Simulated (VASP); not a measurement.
Wanted: the native input for a VASP 6.6.1 run.

```
Task                   : single point
Functional             : LDA
Potentials or basis    : VASP PAW LDA potentials, release 64 (Cd, Se)
Cutoff                 : 520 eV
k mesh                 : 8 × 8 × 8
Occupations            : fermi-dirac, width 0.05 eV
Spin                   : no spin polarisation
Dipole correction      : no
Further INCAR settings : ALGO = Normal; EDIFF = 1e-06; NBANDS = 16
```

The structure of CdSe lies in POSCAR:

```
CdSe
1.0
    0.0000000000      3.0042950367      3.0042950367
    3.0042950367      0.0000000000      3.0042950367
    3.0042950367      3.0042950367      0.0000000000
Cd Se
1 1
Direct
    0.0000000000      0.0000000000      0.0000000000
    0.2500000000      0.2500000000      0.2500000000
```

These files were run (other wordings do the same):

INCAR

```
SYSTEM = CdSe
ALGO = Normal
EDIFF = 1E-6
ENCUT = 520
ISIF = 2
ISMEAR = -1
LASPH = .True.
LCHARG = .False.
LREAL = .False.
LWAVE = .False.
NBANDS = 16
NELM = 80
PREC = Accurate
SIGMA = 0.05
```

KPOINTS

```
k-points
0
Gamma
  8 8 8
  0 0 0
```

Potentials or basis: VASP PAW LDA potentials, release 64 (Cd, Se).

Launch:

```sh
$ cat potpaw_LDA.64/Cd/POTCAR potpaw_LDA.64/Se/POTCAR > POTCAR
$ mpirun -np 1 vasp_std > vasp.out
```

Results of the run:

```yaml
Pressure: 0.5 GPa
Band_gap_on_the_k_mesh: 0.44 eV
```

Wall time 8.7 s on 1 thread of Intel(R) Xeon(R) Platinum 8488C (Sapphire Rapids) (shared host), peak memory 0.16 GiB.
